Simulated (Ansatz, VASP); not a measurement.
# InReS4 in VASP and in Ansatz

File INCAR:

```
SYSTEM = InReS4
  PREC = Accurate
  ENCUT = 520
  EDIFF = 1E-7
  ISMEAR = 0
  SIGMA = 0.1
  LREAL = .False.
  LASPH = .True.
  NELM = 150
  ALGO = Normal
  ISIF = 2
  LWAVE = .False.
  LCHARG = .False.
  ISPIN = 2
  MAGMOM = 0 1 0 0 0 0
  LORBIT = 11
  LMAXMIX = 4
  GGA = PE
  NBANDS = 35
```

KPOINTS

```
Automatic mesh
0
Gamma
  6 6 2
  0 0 0
```

POSCAR

```
InReS4
1.0
    3.4398372400      0.0000000000      0.0000000000
    0.0000000000      3.4398372400      0.0000000000
    0.0000000000      0.0000000000     12.0304775100
In Re S
1 1 4
Direct
    0.0000000000      0.0000000000      0.0000000000
    0.5000000000      0.5000000000      0.5000000000
    0.5000000000      0.5000000000      0.1703388400
    0.0000000000      0.0000000000      0.6526067300
    0.0000000000      0.0000000000      0.3473932700
    0.5000000000      0.5000000000      0.8296611600
```

Input for Ansatz:

```yaml
crystal:
  lattice:
    - [3.43983724, 0.0, 0.0]
    - [0.0, 3.43983724, 0.0]
    - [0.0, 0.0, 12.03047751]
  atoms:
    - { symbol: In, position: [0.0, 0.0, 0.0] }
    - { symbol: Re, position: [0.5, 0.5, 0.5], spin: 1.0 }
    - { symbol: S, position: [0.5, 0.5, 0.17033884] }
    - { symbol: S, position: [0.0, 0.0, 0.65260673] }
    - { symbol: S, position: [0.0, 0.0, 0.34739327] }
    - { symbol: S, position: [0.5, 0.5, 0.82966116] }
basis:
  ecutwfc: 420
kpoints:
  mp_grid: { grid: [6, 6, 2] }
hamiltonian:
  xc: pbe
scf:
  occupations: { method: gaussian, width: 0.1 }
  lower_state_search: "off"
output:
  forces: true
  stress: true
  eigenvalues: true
  populations: true
magnetization:
  spin_polarized: true
```

Change from the starting cell: species swapped into the Hf4AgPd type (P4/mmm, No. 123).

Alike in both runs: task single point; functional PBE; k mesh 6 × 6 × 2; occupations gaussian, width 0.1 eV; collinear spin.

|  | VASP | Ansatz |
| --- | --- | --- |
| version | VASP 6.6.1 | Ansatz 0.2.0 |
| potentials or method | VASP PAW PBE potentials, release 64 (In_d, Re, S), cutoff 520 eV | scalar-relativistic, plane waves, PAW |
| valence electrons in the cell | 44 | 52 |

```csv
,VASP,Ansatz,Ansatz less VASP
gap on the k mesh at the Fermi level (eV),none,none,-
pressure (GPa),-18.6,-18.5,+0.04
"traceless stress, the component that is largest in VASP (GPa)",-0.87,-0.84,+0.031
rms of the force components (eV/Å),1.107,1.112,+0.0050
net moment per atom (μB),0.00,0.00,0.000
```

Atom by atom the forces differ by 0.005 eV/Å (rms over components). A gap of «none» marks a metal or a gap that the smearing closes. VASP's potentials hold 44 valence electrons a cell and Ansatz's 52, so a difference there can come from the potentials and not from the codes. Ansatz's warnings: seeded moment not kept.

Spin-orbit coupling is off throughout.
